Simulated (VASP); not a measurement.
Input of a VASP 6.6.1 run:

INCAR

```
PREC = Accurate ; ENCUT = 600
EDIFF = 1E-8 ; ISMEAR = 0
SIGMA = 0.01 ; LREAL = False
LASPH = True ; NELM = 80
ALGO = Normal ; ISIF = 3
LWAVE = False ; LCHARG = True
GGA = PS ; NBANDS = 16
IBRION = 6 ; NFREE = 2
POTIM = 0.015 ; NSW = 1
```

KPOINTS

```
regular mesh
0
Gamma
  6 6 6
```

POSCAR

```
CuI
1.0
    0.0000000000      2.8659756156      2.8659756156
    2.8659756156      0.0000000000      2.8659756156
    2.8659756156      2.8659756156      0.0000000000
Cu I
1 1
Direct
    0.7500000000      0.7500000000      0.7500000000
    0.0000000000      0.0000000000      0.0000000000
```

Potentials or basis: VASP PAW PBE potentials, release 64 (Cu, I).

Launch:

```sh
$ cat potpaw_PBE.64/Cu/POTCAR potpaw_PBE.64/I/POTCAR > POTCAR
$ mpirun -np 1 vasp_std > vasp.out
```

Estimate the elastic constants C11, C12, C44.

86, 71, 21 GPa.

Estimate the Voigt bulk modulus.

76 GPa.

Estimate the highest phonon frequency at Γ, LO-TO splitting left out.

188 cm⁻¹.

Elastic tensor in Voigt notation (GPa, in the Cartesian axes of the cell as first typed):
```
86 71 71  0  0  0
71 86 71  0  0  0
71 71 86  0  0  0
 0  0  0 21  0  0
 0  0  0  0 21  0
 0  0  0  0  0 21
```

Caveat: the cell is under stress, which shifts elastic constants; the PAW data sets were made with another functional, which shifts forces and pressure a little.
